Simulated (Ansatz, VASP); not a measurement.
# WC in VASP and in Ansatz

```
CELL_PARAMETERS angstrom
2.90050 0.00000 0.00000
-1.45025 2.51191 0.00000
0.00000 0.00000 2.82900
ATOMIC_POSITIONS crystal
W 0.00000 0.00000 0.02651
C 0.66667 0.33333 0.50000
```

Change from the starting cell: all W atoms moved +0.075 Å, as atom 1 along Cartesian [0 0 1].

Alike in both runs: task single point; functional PBEsol; k mesh 6 × 6 × 6; occupations gaussian, width 0.15 eV; no spin polarisation.

|  | VASP | Ansatz |
| --- | --- | --- |
| version | VASP 6.6.1 | Ansatz 0.2.0 |
| potentials or method | VASP PAW PBE potentials, release 64 (W_sv, C), cutoff 520 eV | scalar-relativistic, plane waves, PAW |
| valence electrons in the cell | 18 | 18 |

Ansatz gave:

* gap on the k mesh at the Fermi level (eV): none
* pressure (GPa): 0.6
* traceless stress, the component that is largest in VASP (GPa): -1.41
* rms of the force components (eV/Å): 0.610

Task: What did VASP give for the same quantities?

Result: gap on the k mesh at the Fermi level (eV): none; pressure (GPa): 1.8; traceless stress, the component that is largest in VASP (GPa): -1.20; rms of the force components (eV/Å): 0.617.

VASP's potentials were made for PBE, not for PBEsol. Atom by atom the forces differ by 0.007 eV/Å (rms over components). A gap of «none» marks a metal or a gap that the smearing closes.

The k mesh is coarse, so the values compare programs but aren't converged. Neither program's run includes spin-orbit coupling.
